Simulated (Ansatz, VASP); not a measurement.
# One calculation of AgCl, two programs

```xyz
2
Lattice="0.0000 2.6938 2.8060 2.6938 0.0000 2.8060 2.6938 2.6938 0.0000" Properties=species:S:1:pos:R:3 pbc="T T T"
Ag    2.7341    2.6938    2.8060
Cl   -0.1227    0.0000    0.0000
```

Change from the starting cell: mode 4 frozen in at -0.128 Å, equal normal strain along x and y -0.0400.

Alike in both runs: task single point; functional PBE; k mesh 8 × 8 × 8; occupations gaussian, width 0.05 eV; no spin polarisation.

|  | VASP | Ansatz |
| --- | --- | --- |
| version | VASP 6.6.1 | Ansatz 0.2.0 |
| potentials or method | VASP PAW PBE potentials, release 64 (Ag, Cl), cutoff 520 eV | scalar-relativistic, plane waves, PAW |
| valence electrons in the cell | 18 | 26 |

```csv
,VASP,Ansatz,Ansatz less VASP
gap on the k mesh at the Fermi level (eV),0.82,0.82,+0.003
least direct gap on the mesh (eV),2.84,2.84,+0.002
pressure (GPa),4.9,5.0,+0.16
"traceless stress, the component that is largest in VASP (GPa)",1.83,1.84,+0.010
rms of the force components (eV/Å),0.227,0.228,+0.0015
```

Atom by atom the forces differ by 0.002 eV/Å (rms over components). VASP's potentials hold 18 valence electrons a cell and Ansatz's 26, so a difference there can come from the potentials and not from the codes.
